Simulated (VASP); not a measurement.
# Tl (P6_3/mmc) in VASP: notebook

Tl is run at these levels: LDA; tasks: single point.

Program: VASP 6.6.1. These are calculated values, not measurements. Logs are shortened: lines on timing, memory, paths and dates and some standing lists are left out, and cuts for length are marked.

## (1) The cell of the first run

Symmetry: P6_3/mmc, No. 194, hexagonal system. The conventional cell has a = 3.378 Å, b = 3.378 Å, c = 10.977 Å, α = 90.00°, β = 90.00°, γ = 120.00°. Tl (site symmetry -3m) has 12 Tl at 3.37 to 3.38 Å within 4.4 Å. Within 4.4 Å of Tl (site symmetry -6m2) lie 12 Tl at 3.37 to 3.38 Å.

## (2) Single point, LDA

Input file INCAR:

```
PREC     = Accurate       # precision mode
ENCUT    = 520            # plane-wave cutoff, eV
EDIFF    = 1E-6           # SCF threshold, eV
ISMEAR   = -1             # smearing method
SIGMA    = 0.1            # smearing width, eV
LREAL    = F              # projectors in reciprocal space
LASPH    = T              # aspherical terms in the spheres
NELM     = 100            # most SCF steps
ALGO     = Normal         # electronic algorithm
ISIF     = 2              # what is computed and relaxed
LWAVE    = F              # write WAVECAR
LCHARG   = F              # write CHGCAR
NBANDS   = 34             # bands
```

Input file KPOINTS:

```
Automatic mesh
0
Gamma
  11 11 3
```

Input file POSCAR:

```
Tl
1.0
    3.3783014893      0.0000000000      0.0000000000
   -1.6891507447      2.9256949114      0.0000000000
    0.0000000000      0.0000000000     10.9773212698
Tl
4
Direct
    1.0000000000      1.0000000000      0.0000000000
    1.0000000000      1.0000000000      0.5000000000
    0.3333333333      0.6666666667      0.2500000000
    0.6666666667      0.3333333333      0.7500000000
```

Potentials or basis: VASP PAW LDA potentials, release 64 (Tl_d).

On the command line:

```console
> cat potpaw_LDA.64/Tl_d/POTCAR > POTCAR
> mpirun -np 1 vasp_std > vasp.out
```

OUTCAR:

```text
PREC = Accurate
   ENCUT = 520
   EDIFF = 1E-6
   ISMEAR = -1
   LREAL = F
   LASPH = T
   NELM = 100
   ISIF = 2

 ion  position               nearest neighbor table
   1  0.000  0.000  0.000-   3 3.37   4 3.37   4 3.37   3 3.37   4 3.37   3 3.37
   2  0.000  0.000  0.500-   3 3.37   4 3.37   4 3.37   3 3.37   4 3.37   3 3.37
   3  0.333  0.667  0.250-   1 3.37   2 3.37   1 3.37   2 3.37   1 3.37   2 3.37
   4  0.667  0.333  0.750-   1 3.37   2 3.37   1 3.37   2 3.37   1 3.37   2 3.37

  LATTYP: Found a hexagonal cell.
 ALAT       =     3.3783014893
 C/A-ratio  =     3.2493610486

  Lattice vectors:

 A1 = (   3.3783014893,   0.0000000000,   0.0000000000)
 A2 = (  -1.6891507447,   2.9256949114,   0.0000000000)
 A3 = (   0.0000000000,   0.0000000000,  10.9773212698)

Analysis of symmetry for initial positions (statically):
=====================================================================
 Subroutine PRICEL returns:
 Original cell was already a primitive cell.

 Routine SETGRP: Setting up the symmetry group for a
 hexagonal supercell.

 Subroutine GETGRP returns: Found 24 space group operations
 (whereof 12 operations were pure point group operations)
 out of a pool of 24 trial point group operations.

The static configuration has the point symmetry D_3d.
 The point group associated with its full space group is D_6h.

Analysis of symmetry for dynamics (positions and initial velocities):
=====================================================================
 Subroutine PRICEL returns:
 Original cell was already a primitive cell.

 Routine SETGRP: Setting up the symmetry group for a
 hexagonal supercell.

 Subroutine GETGRP returns: Found 24 space group operations
 (whereof 12 operations were pure point group operations)
 out of a pool of 24 trial point group operations.

The dynamic configuration has the point symmetry D_3d.
 The point group associated with its full space group is D_6h.

 Subroutine INISYM returns: Found 24 space group operations
 (whereof 12 operations are pure point group operations),
 and found     1 'primitive' translations

----------------------------------------------------------------------------------------

                                     Primitive cell

  volume of cell :     108.4985

  direct lattice vectors                    reciprocal lattice vectors
     3.378301489  0.000000000  0.000000000     0.296006737  0.170899569  0.000000000
    -1.689150745  2.925694911  0.000000000     0.000000000  0.341799138  0.000000000
     0.000000000  0.000000000 10.977321270     0.000000000  0.000000000  0.091096906

  length of vectors
     3.378301489  3.378301489 10.977321270     0.341799138  0.341799138  0.091096906

  position of ions in fractional coordinates (direct lattice)
     0.000000000  0.000000000  0.000000000
     0.000000000  0.000000000  0.500000000
     0.333333333  0.666666667  0.250000000
     0.666666667  0.333333333  0.750000000

  ion indices of the primitive-cell ions
   primitive index   ion index
                 1           1
                 2           2
                 3           3
                 4           4

----------------------------------------------------------------------------------------

 KPOINTS: Automatic mesh

Automatic generation of k-mesh.
 Grid dimensions read from file:
 generate k-points for:   11   11    3

 Generating k-lattice:

  Cartesian coordinates                     Fractional coordinates (reciprocal lattice)
     0.026909703  0.015536324  0.000000000     0.090909091  0.000000000  0.000000000
     0.000000000  0.031072649  0.000000000     0.000000000  0.090909091  0.000000000
     0.000000000  0.000000000  0.030365635     0.000000000  0.000000000  0.333333333

  Length of vectors
     0.031072649  0.031072649  0.030365635

  Shift w.r.t. Gamma in fractional coordinates (k-lattice)
     0.000000000  0.000000000  0.000000000

 Subroutine IBZKPT returns following result:
 ===========================================

 Found     32 irreducible k-points:

 Following reciprocal coordinates:
            Coordinates               Weight
  0.000000  0.000000  0.000000      1.000000
  0.090909  0.000000  0.000000      6.000000
  0.181818  0.000000  0.000000      6.000000
  0.272727  0.000000  0.000000      6.000000
  0.363636  0.000000  0.000000      6.000000
  0.454545  0.000000  0.000000      6.000000
[... 16 lines left out ...]
  0.090909  0.090909  0.333333     12.000000
  0.181818  0.090909  0.333333     24.000000
 [... further k-points ...]
   k-points           NKPTS =     32   k-points in BZ     NKDIM =     32   number of bands    NBANDS=     34
   number of dos      NEDOS =    301   number of ions     NIONS =      4
   total plane-waves  NPLWV =  65856
   dimension x,y,z NGX =    28 NGY =   28 NGZ =   84
   dimension x,y,z NGXF=    56 NGYF=   56 NGZF=  168
   ions per type =               4
   NGX,Y,Z   is equivalent  to a cutoff of  13.78, 13.78, 12.72 a.u.
   NGXF,Y,Z  is equivalent  to a cutoff of  27.56, 27.56, 25.44 a.u.
 SYSTEM =  unknown system
   PREC   = accura    normal or accurate (medium, high low for compatibility)
   ISTART =      0    job   : 0-new  1-cont  2-samecut
   ICHARG =      2    charge: 1-file 2-atom 10-const
   ISPIN  =      1    spin polarized calculation?
   LNONCOLLINEAR =      F non collinear calculations
   LSORBIT =      F    spin-orbit coupling
   LASPH  =      T    aspherical Exc in radial PAW
   ENCUT  =  520.0 eV  38.22 Ry    6.18 a.u.   6.28  6.28 20.41*2*pi/ulx,y,z
   NELM   =    100;   NELMIN=  2; NELMDL= -5     # of ELM steps
   EDIFF  = 0.1E-05   stopping-criterion for ELM
   LREAL  =      F    real-space projection
   EDIFFG = 0.1E-04   stopping-criterion for IOM
   NSW    =      0    number of steps for IOM
   IBRION =     -1    ionic relax: 0-MD 1-quasi-New 2-CG
   NFREE  =      0    steps in history (QN), initial steepest desc. (CG)
   ISIF   =      2    stress and relaxation
   ISYM   =      2    0-nonsym 1-usesym 2-fastsym
   POTIM  = 0.5000    time-step for ionic-motion
   TEBEG  =    0.0;   TEEND  =   0.0 temperature during run
   PSTRESS=    0.0 pullay stress
   NELECT =      52.0000    total number of electrons
   NUPDOWN=      -1.0000    fix difference up-down
   EMIN   =  10.00;   EMAX   =-10.00  energy-range for DOS
   EFERMI =   0.00;   METHOD = LEGACY
   ISMEAR =    -1;   SIGMA  =   0.10  broadening in eV -4-tet -1-fermi 0-gaus
   EFERMI_NEDOS =   21; number of points for ismear=-14 and -15
   IALGO  =     38    algorithm
   IMIX   =      4    mixing-type and parameters
     AMIX     =   0.40;   BMIX     =  1.00
     AMIX_MAG =   1.60;   BMIX_MAG =  1.00
  volume/ion in A,a.u.               =      27.12       183.05
  Fermi-wavevector in a.u.,A,eV,Ry     =   1.281154  2.421030 22.331999  1.641356
  Thomas-Fermi vector in A             =   2.413540
   LORBIT       =      0    0 simple, 1 ext, 2 COOP (PROOUT), +10 PAW based schemes
   GGA     = CA    functional components
   LHFCALC =     F    Hartree Fock is set to
   AEXX    =    0.0000 exact exchange contribution
   IVDW    =     0    specifies the selected vdW correction
   LEPSILON=     F    determine dielectric tensor
   LRPA    =     F    only Hartree local field effects (RPA)
 non-spin polarized calculation
  energy-cutoff  :      520.00
  volume of cell :      108.50
 maximum number of plane-waves:      2939
 NGX is ok and might be reduce to    28
   NGX = 13   NGY = 13   NGZ = 41

 number of electron      51.9999998 magnetization

 Free energy of the ion-electron system (eV)
  ---------------------------------------------------
  ext. energy  EPLUGINS =         0.00000000
  ---------------------------------------------------
  free energy    TOTEN  =       -11.74628436 eV

  energy without entropy =      -11.68629059  energy(sigma->0) =      -11.71628748

 E-fermi :   6.8132     XC(G=0): -10.7689

 val. band max:        6.8093502517   @ k =   0.4545   0.0000   0.3333
 cond. band min:       6.8287370304   @ k =   0.3636   0.2727   0.3333
 fundamental gap:      0.0193867787
 Fermi energy:         6.8132008612

 k-point     1 :       0.0000    0.0000    0.0000
  band No.  band energies     occupation
      1      -5.0347      2.00000
      2      -4.8860      2.00000
      3      -4.8679      2.00000
      4      -4.7761      2.00000
      5      -4.7761      2.00000
      6      -4.7629      2.00000
[... 26 lines left out ...]
     33      16.3796      0.00000
     34      17.3539      0.00000

 k-point     2 :       0.0909    0.0000    0.0000
  band No.  band energies     occupation
      1      -4.9966      2.00000
      2      -4.8607      2.00000
      3      -4.8595      2.00000
      4      -4.7844      2.00000
      5      -4.7685      2.00000
      6      -4.7582      2.00000
[... 26 lines left out ...]
     33      15.8843      0.00000
     34      16.3362      0.00000

 k-point     3 :       0.1818    0.0000    0.0000
  band No.  band energies     occupation
      1      -4.9652      2.00000
      2      -4.8780      2.00000
      3      -4.8701      2.00000
      4      -4.7771      2.00000
      5      -4.7749      2.00000
      6      -4.7509      2.00000
[... 26 lines left out ...]
     33      14.8781      0.00000
     34      14.8999      0.00000

 k-point     4 :       0.2727    0.0000    0.0000
  band No.  band energies     occupation
      1      -5.0343      2.00000
      2      -4.9373      2.00000
      3      -4.9261      2.00000
      4      -4.8722      2.00000
      5      -4.8451      2.00000
      6      -4.7170      2.00000
[... 26 lines left out ...]
     33      13.8875      0.00000
     34      13.9090      0.00000

 k-point     5 :       0.3636    0.0000    0.0000
  band No.  band energies     occupation
      1      -5.1130      2.00000
      2      -5.0037      2.00000
      3      -5.0031      2.00000
      4      -4.9696      2.00000
      5      -4.9234      2.00000
      6      -4.7809      2.00000
[... 621 lines left out ...]
 k-point    22 :       0.4545    0.0000    0.3333
  band No.  band energies     occupation
      1      -5.1357      2.00000
      2      -5.0733      2.00000
      3      -5.0277      2.00000
      4      -5.0030      2.00000
      5      -4.9389      2.00000
      6      -4.9063      2.00000
[... 26 lines left out ...]
     33      12.2080      0.00000
     34      13.2546      0.00000

 k-point    23 :       0.0909    0.0909    0.3333
  band No.  band energies     occupation
      1      -4.9260      2.00000
      2      -4.8920      2.00000
      3      -4.8370      2.00000
      4      -4.8286      2.00000
      5      -4.7652      2.00000
      6      -4.7330      2.00000
[... 26 lines left out ...]
     33      15.0002      0.00000
     34      15.4501      0.00000

 k-point    24 :       0.1818    0.0909    0.3333
  band No.  band energies     occupation
      1      -4.9457      2.00000
      2      -4.9167      2.00000
      3      -4.8607      2.00000
      4      -4.8274      2.00000
      5      -4.7747      2.00000
      6      -4.7329      2.00000
[... 26 lines left out ...]
     33      13.6332      0.00000
     34      14.4064      0.00000

 [... further k-points ...]
[... 5 lines left out ...]
  --------------------------------------------------------------------------------------
  -------------------------------------------------------------------------------------
  Total        0.0515190      0.0515190      0.0369678     -0.0000000     -0.0000000     -0.0000000
  in kB        0.7607710      0.7607710      0.5458959     -0.0000000     -0.0000000     -0.0000000
  external PRESSURE =       0.6891460 kB  Pullay stress =       0.0000000 kB

 VOLUME and BASIS-vectors are now :
 -----------------------------------------------------------------------------
  energy-cutoff  :      520.00
  volume of cell :      108.50
      direct lattice vectors                 reciprocal lattice vectors
     3.378301489  0.000000000  0.000000000     0.296006737  0.170899569  0.000000000
    -1.689150745  2.925694911  0.000000000     0.000000000  0.341799138  0.000000000
     0.000000000  0.000000000 10.977321270     0.000000000  0.000000000  0.091096906

 POSITION                                       TOTAL-FORCE (eV/Angst)
 -----------------------------------------------------------------------------------
      0.00000      0.00000      0.00000        -0.000000      0.000000     -0.000000
      0.00000      0.00000      5.48866        -0.000000      0.000000     -0.000000
     -0.00000      1.95046      2.74433         0.000000     -0.000000      0.000000
      1.68915      0.97523      8.23299        -0.000000      0.000000     -0.000000
 -----------------------------------------------------------------------------------
    total drift:                                0.000000     -0.000000      0.000000

  FREE ENERGIE OF THE ION-ELECTRON SYSTEM (eV)
  ---------------------------------------------------
  free  energy   TOTEN  =       -11.7462843626 eV

  energy  without entropy=      -11.6862905889  energy(sigma->0) =      -11.71628748
```

It took 2.3 min on 1 thread of AMD EPYC 7R13, shared host; peak memory 0.21 GiB.

What came out:

```
Free energy            : -11.7463 eV
Pressure               : 0.1 GPa
Band gap on the k mesh : zero (band 26 reaches 10.36 eV, above the bottom of band 27 at 5.68 eV)
```

Caveat: spin-orbit coupling is left out, which moves the levels of the heavy elements.

(Part 1 of 2 ends here.)
